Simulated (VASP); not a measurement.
# Cd in VASP: single point with PBE

Aim: the single point of Cd with PBE.

Program: VASP 6.6.1. These are calculated values, not measurements. Logs are shortened: lines on timing, memory, paths and dates and some standing lists are left out, and cuts for length are marked.

### Step 1. The cell of the first run

The typed cell holds 2 atoms: a = 3.225 Å, b = 3.225 Å, c = 5.158 Å, α = 90.00°, β = 90.00°, γ = 120.00°.

### Step 2. Single point, PBE

POSCAR reads:

```
Cd
1.0
    3.2245950000      0.0000000000      0.0000000000
   -1.6122980000      2.7925850000      0.0000000000
    0.0000000000      0.0000000000      5.1576760000
Cd
2
Direct
    0.3333000000      0.6667000000      0.2500000000
    0.6666000000      0.3333000000      0.7500000000
```

INCAR.step1 reads:

```
SYSTEM = Cd
PREC     = Accurate       ! precision mode
ENCUT    = 520            ! plane-wave cutoff, eV
EDIFF    = 1E-7           ! SCF threshold, eV
ISMEAR   = -1             ! smearing method
SIGMA    = 0.1            ! smearing width, eV
LREAL    = .FALSE.        ! projectors in reciprocal space
LASPH    = .TRUE.         ! aspherical terms in the spheres
NELM     = 100            ! most SCF steps
ALGO     = Normal         ! electronic algorithm
ISIF     = 2              ! what is computed and relaxed
LWAVE    = .FALSE.        ! write WAVECAR
LCHARG   = .TRUE.         ! write CHGCAR
GGA      = PE             ! functional
NBANDS   = 19             ! bands
```

KPOINTS.step1 reads:

```
regular mesh
0
G
  12 12 7
  0 0 0
```

INCAR.step2 reads:

```
SYSTEM = Cd
PREC     = Accurate       ! precision mode
ENCUT    = 520            ! plane-wave cutoff, eV
EDIFF    = 1E-7           ! SCF threshold, eV
ISMEAR   = -5             ! smearing method
SIGMA    = 0.1            ! smearing width, eV
LREAL    = .FALSE.        ! projectors in reciprocal space
LASPH    = .TRUE.         ! aspherical terms in the spheres
NELM     = 100            ! most SCF steps
ALGO     = Normal         ! electronic algorithm
ISIF     = 2              ! what is computed and relaxed
LWAVE    = .FALSE.        ! write WAVECAR
LCHARG   = .FALSE.        ! write CHGCAR
GGA      = PE             ! functional
LORBIT   = 10             ! projections on sites
NBANDS   = 19             ! bands
NEDOS    = 2001           ! points of the DOS
ICHARG   = 11             ! starting density
```

KPOINTS.step2 reads:

```
regular mesh
0
G
  18 18 11
  0 0 0
```

Potentials or basis: VASP PAW PBE potentials, release 64 (Cd).

On the command line:

```console
cat potpaw_PBE.64/Cd/POTCAR > POTCAR
cp INCAR.step1 INCAR
cp KPOINTS.step1 KPOINTS
mpirun -np 1 vasp_std > vasp.out
cp INCAR.step2 INCAR
cp KPOINTS.step2 KPOINTS
mpirun -np 1 vasp_std > vasp.out
```

OUTCAR:

```text
SYSTEM = Cd
   PREC = Accurate
   ENCUT = 520
   EDIFF = 1E-7
   ISMEAR = -5
   LREAL = .FALSE.
   LASPH = .TRUE.
   NELM = 100
   ISIF = 2
   GGA = PE
   LORBIT = 10
   ICHARG = 11

 ion  position               nearest neighbor table
   1  0.333  0.667  0.250-   2 3.18   2 3.18   2 3.18   2 3.18   2 3.18   2 3.18
   2  0.667  0.333  0.750-   1 3.18   1 3.18   1 3.18   1 3.18   1 3.18   1 3.18

  LATTYP: Found a hexagonal cell.
 ALAT       =     3.2245950000
 C/A-ratio  =     1.5994802448

  Lattice vectors:

 A1 = (   3.2245950000,   0.0000000000,   0.0000000000)
 A2 = (  -1.6122980000,   2.7925850000,   0.0000000000)
 A3 = (   0.0000000000,   0.0000000000,   5.1576760000)

Analysis of symmetry for initial positions (statically):
=====================================================================
 Subroutine PRICEL returns:
 Original cell was already a primitive cell.

 Routine SETGRP: Setting up the symmetry group for a
 hexagonal supercell.

 Subroutine GETGRP returns: Found  8 space group operations
 (whereof  2 operations were pure point group operations)
 out of a pool of 24 trial point group operations.

The static configuration has the point symmetry C_2 .
 The point group associated with its full space group is D_2h.

Analysis of symmetry for dynamics (positions and initial velocities):
=====================================================================
 Subroutine PRICEL returns:
 Original cell was already a primitive cell.

 Routine SETGRP: Setting up the symmetry group for a
 hexagonal supercell.

 Subroutine GETGRP returns: Found  8 space group operations
 (whereof  2 operations were pure point group operations)
 out of a pool of 24 trial point group operations.

The dynamic configuration has the point symmetry C_2 .
 The point group associated with its full space group is D_2h.

 Subroutine INISYM returns: Found  8 space group operations
 (whereof  2 operations are pure point group operations),
 and found     1 'primitive' translations

----------------------------------------------------------------------------------------

                                     Primitive cell

  volume of cell :      46.4446

  direct lattice vectors                    reciprocal lattice vectors
     3.224595000  0.000000000  0.000000000     0.310116464  0.179045635  0.000000000
    -1.612298000  2.792585000  0.000000000     0.000000000  0.358091159  0.000000000
     0.000000000  0.000000000  5.157676000     0.000000000  0.000000000  0.193885773

  length of vectors
     3.224595000  3.224598552  5.157676000     0.358091554  0.358091159  0.193885773

  position of ions in fractional coordinates (direct lattice)
     0.333300000  0.666700000  0.250000000
     0.666600000  0.333300000  0.750000000

  ion indices of the primitive-cell ions
   primitive index   ion index
                 1           1
                 2           2

----------------------------------------------------------------------------------------

 KPOINTS: regular mesh

Automatic generation of k-mesh.
 Grid dimensions read from file:
 generate k-points for:   18   18   11

 Generating k-lattice:

  Cartesian coordinates                     Fractional coordinates (reciprocal lattice)
     0.017228692  0.009946980  0.000000000     0.055555556  0.000000000  0.000000000
     0.000000000  0.019893953  0.000000000     0.000000000  0.055555556  0.000000000
     0.000000000  0.000000000  0.017625979     0.000000000  0.000000000  0.090909091

  Length of vectors
     0.019893975  0.019893953  0.017625979

  Shift w.r.t. Gamma in fractional coordinates (k-lattice)
     0.000000000  0.000000000  0.000000000

 TETIRR: Found   8685 inequivalent tetrahedra from    21384

 Subroutine IBZKPT returns following result:
 ===========================================

 Found    546 irreducible k-points:

 Following reciprocal coordinates:
            Coordinates               Weight
  0.000000  0.000000  0.000000      1.000000
  0.055556  0.000000  0.000000      4.000000
  0.000000  0.055556  0.000000      2.000000
  0.111111  0.000000  0.000000      4.000000
  0.000000  0.111111  0.000000      2.000000
  0.166667  0.000000  0.000000      4.000000
[... 16 lines left out ...]
 -0.055556  0.166667  0.000000      4.000000
 -0.166667  0.111111  0.000000      4.000000
 [... further k-points ...]
   k-points           NKPTS =    546   k-points in BZ     NKDIM =    546   number of bands    NBANDS=     19
   number of dos      NEDOS =   2001   number of ions     NIONS =      2
   total plane-waves  NPLWV =  23040
   dimension x,y,z NGX =    24 NGY =   24 NGZ =   40
   dimension x,y,z NGXF=    48 NGYF=   48 NGZF=   80
   ions per type =               2
   NGX,Y,Z   is equivalent  to a cutoff of  12.37, 12.37, 12.89 a.u.
   NGXF,Y,Z  is equivalent  to a cutoff of  24.75, 24.75, 25.79 a.u.
 SYSTEM =  Cd
   PREC   = accura    normal or accurate (medium, high low for compatibility)
   ISTART =      0    job   : 0-new  1-cont  2-samecut
   ICHARG =     11    charge: 1-file 2-atom 10-const
   ISPIN  =      1    spin polarized calculation?
   LNONCOLLINEAR =      F non collinear calculations
   LSORBIT =      F    spin-orbit coupling
   LASPH  =      T    aspherical Exc in radial PAW
   ENCUT  =  520.0 eV  38.22 Ry    6.18 a.u.   6.00  6.00  9.59*2*pi/ulx,y,z
   NELM   =    100;   NELMIN=  2; NELMDL=  0     # of ELM steps
   EDIFF  = 0.1E-06   stopping-criterion for ELM
   LREAL  =      F    real-space projection
   EDIFFG = 0.1E-05   stopping-criterion for IOM
   NSW    =      0    number of steps for IOM
   IBRION =     -1    ionic relax: 0-MD 1-quasi-New 2-CG
   NFREE  =      0    steps in history (QN), initial steepest desc. (CG)
   ISIF   =      2    stress and relaxation
   ISYM   =      2    0-nonsym 1-usesym 2-fastsym
   POTIM  = 0.5000    time-step for ionic-motion
   TEBEG  =    0.0;   TEEND  =   0.0 temperature during run
   PSTRESS=    0.0 pullay stress
   NELECT =      24.0000    total number of electrons
   NUPDOWN=      -1.0000    fix difference up-down
   EMIN   =  10.00;   EMAX   =-10.00  energy-range for DOS
   EFERMI =   0.00;   METHOD = LEGACY
   ISMEAR =    -5;   SIGMA  =   0.10  broadening in eV -4-tet -1-fermi 0-gaus
   EFERMI_NEDOS =   21; number of points for ismear=-14 and -15
   IALGO  =     38    algorithm
   IMIX   =      4    mixing-type and parameters
     AMIX     =   0.40;   BMIX     =  1.00
     AMIX_MAG =   1.60;   BMIX_MAG =  1.00
  volume/ion in A,a.u.               =      23.22       156.71
  Fermi-wavevector in a.u.,A,eV,Ry     =   1.313712  2.482555 23.481454  1.725838
  Thomas-Fermi vector in A             =   2.444015
   LORBIT       =     10    0 simple, 1 ext, 2 COOP (PROOUT), +10 PAW based schemes
   GGA     = PE    functional components
   LHFCALC =     F    Hartree Fock is set to
   AEXX    =    0.0000 exact exchange contribution
   IVDW    =     0    specifies the selected vdW correction
   LEPSILON=     F    determine dielectric tensor
   LRPA    =     F    only Hartree local field effects (RPA)
 non-spin polarized calculation
 Fermi weights with tetrahedron method with Bloechl corrections
  energy-cutoff  :      520.00
  volume of cell :       46.44
 maximum number of plane-waves:      1278

 number of electron      23.9999998 magnetization

 Free energy of the ion-electron system (eV)
  ---------------------------------------------------
  ext. energy  EPLUGINS =         0.00000000
  ---------------------------------------------------
  free energy    TOTEN  =        -1.46311404 eV

  energy without entropy =       -1.46311404  energy(sigma->0) =       -1.46311404

 E-fermi :   2.4978     XC(G=0): -10.6655

 val. band max:        2.6954966097   @ k =   0.3333   0.3333   0.4545
 cond. band min:       2.2226254444   @ k =   0.3333   0.3333   0.0000
 fundamental gap:     -0.4728711654
 Fermi energy:         2.4977626765

 k-point     1 :       0.0000    0.0000    0.0000
  band No.  band energies     occupation
      1      -6.9957      2.00000
      2      -6.5553      2.00000
      3      -6.5343      2.00000
      4      -6.5342      2.00000
      5      -6.4476      2.00000
      6      -6.4476      2.00000
[... 11 lines left out ...]
     18      15.9630      0.00000
     19      16.4921      0.00000

 k-point     2 :       0.0556    0.0000    0.0000
  band No.  band energies     occupation
      1      -6.9788      2.00000
      2      -6.5873      2.00000
      3      -6.5157      2.00000
      4      -6.5016      2.00000
      5      -6.4514      2.00000
      6      -6.4307      2.00000
[... 11 lines left out ...]
     18      16.6530      0.00000
     19      17.0366      0.00000

 k-point     3 :       0.0000    0.0556    0.0000
  band No.  band energies     occupation
      1      -6.9788      2.00000
      2      -6.5873      2.00000
      3      -6.5157      2.00000
      4      -6.5016      2.00000
      5      -6.4513      2.00000
      6      -6.4307      2.00000
[... 11 lines left out ...]
     18      16.6525      0.00000
     19      17.0387      0.00000

 k-point     4 :       0.1111    0.0000    0.0000
  band No.  band energies     occupation
      1      -6.9369      2.00000
      2      -6.6278      2.00000
      3      -6.4735      2.00000
      4      -6.4620      2.00000
      5      -6.4470      2.00000
      6      -6.4068      2.00000
[... 407 lines left out ...]
     18      16.1510      0.00000
     19      16.8534      0.00000

 k-point    23 :      -0.0556    0.1667    0.0000
  band No.  band energies     occupation
      1      -6.9038      2.00000
      2      -6.6580      2.00000
      3      -6.4705      2.00000
      4      -6.4400      2.00000
      5      -6.4223      2.00000
      6      -6.4199      2.00000
[... 11 lines left out ...]
     18      16.1509      0.00000
     19      16.8512      0.00000

 k-point    24 :      -0.1667    0.1111    0.0000
  band No.  band energies     occupation
      1      -6.9038      2.00000
      2      -6.6580      2.00000
      3      -6.4705      2.00000
      4      -6.4399      2.00000
      5      -6.4224      2.00000
      6      -6.4199      2.00000
[... 11 lines left out ...]
     18      16.1510      0.00000
     19      16.8434      0.00000

 [... further k-points ...]
[... 5 lines left out ...]
  --------------------------------------------------------------------------------------
  -------------------------------------------------------------------------------------
  Total       -0.3677684     -0.3842152     -0.1106410      0.0000001      0.0000000      0.0000000
  in kB      -12.6867198    -13.2540763     -3.8167269      0.0000024      0.0000000      0.0000000
  external PRESSURE =      -9.9191743 kB  Pullay stress =       0.0000000 kB

 VOLUME and BASIS-vectors are now :
 -----------------------------------------------------------------------------
  energy-cutoff  :      520.00
  volume of cell :       46.44
      direct lattice vectors                 reciprocal lattice vectors
     3.224595000  0.000000000  0.000000000     0.310116464  0.179045635  0.000000000
    -1.612298000  2.792585000  0.000000000     0.000000000  0.358091159  0.000000000
     0.000000000  0.000000000  5.157676000     0.000000000  0.000000000  0.193885773

 POSITION                                       TOTAL-FORCE (eV/Angst)
 -----------------------------------------------------------------------------------
     -0.00016      1.86182      1.28942        -0.000000      0.000758      0.000000
      1.61214      0.93077      3.86826         0.000000     -0.000758     -0.000000
 -----------------------------------------------------------------------------------
    total drift:                                0.000001      0.000000      0.000000

  FREE ENERGIE OF THE ION-ELECTRON SYSTEM (eV)
  ---------------------------------------------------
  free  energy   TOTEN  =        -1.4631140353 eV

  energy  without entropy=       -1.4631140353  energy(sigma->0) =       -1.46311404

 total charge

# of ion       s       p       d       tot
------------------------------------------
    1        0.530   0.255   9.492  10.277
    2        0.530   0.255   9.492  10.277
--------------------------------------------------
tot          1.061   0.510  18.984  20.555
```

It took 2.8 min on 1 thread of Intel Xeon Platinum 8259CL at 2.50GHz (Skylake/Cascade Lake), shared host; peak memory 0.47 GiB.

What came out:

```
Valence electrons inside the program's atomic spheres : Cd 10.28
```

Caveat: tetrahedron occupations give inexact forces and stress in metals.
